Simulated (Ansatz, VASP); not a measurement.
Two plane-wave programs on Cr

```
CELL_PARAMETERS angstrom
2.84863 0.00000 0.00000
0.00000 2.84863 0.00000
0.00000 0.00000 18.84860
ATOMIC_POSITIONS crystal
Cr 0.00000 0.00000 0.42216
Cr 0.50000 0.50000 0.50000
Cr 0.00000 0.00000 0.57784
```

Alike in both runs: functional PBE; k mesh 14 × 14 × 1; occupations fermi-dirac, width 0.1 eV; collinear spin.

Ansatz relaxed the structure, and its values are those at the end. VASP's run is a single point on that final structure, the one shown.

```csv
,VASP,Ansatz
version,VASP 6.6.1,Ansatz 0.2.0
potentials or method,"VASP PAW PBE potentials, release 64 (Cr_pv)","PAW with Ansatz's default frozen-core files, scalar-relativistic"
plane-wave cutoff (eV),520,420
valence electrons in the cell,36,42
```

|  | VASP | Ansatz | Ansatz less VASP |
| --- | --- | --- | --- |
| rms of the force components (eV/Å) | 0.013 | 0.001 | -0.0116 |
| net moment per atom (μB) | 1.49 | 1.49 | -0.004 |
| size of the moment on the site where the two differ most (μB) | 2.93 | 2.74 | -0.187 |

Site moments also hang on the region over which each program counts them. The functional is the same, so the differences come from potentials, cutoffs and numerics. VASP's potentials hold 36 valence electrons a cell and Ansatz's 42, so a difference there can come from the potentials and not from the codes. Ansatz's warnings: seeded moment not kept, stress scf threshold loose.
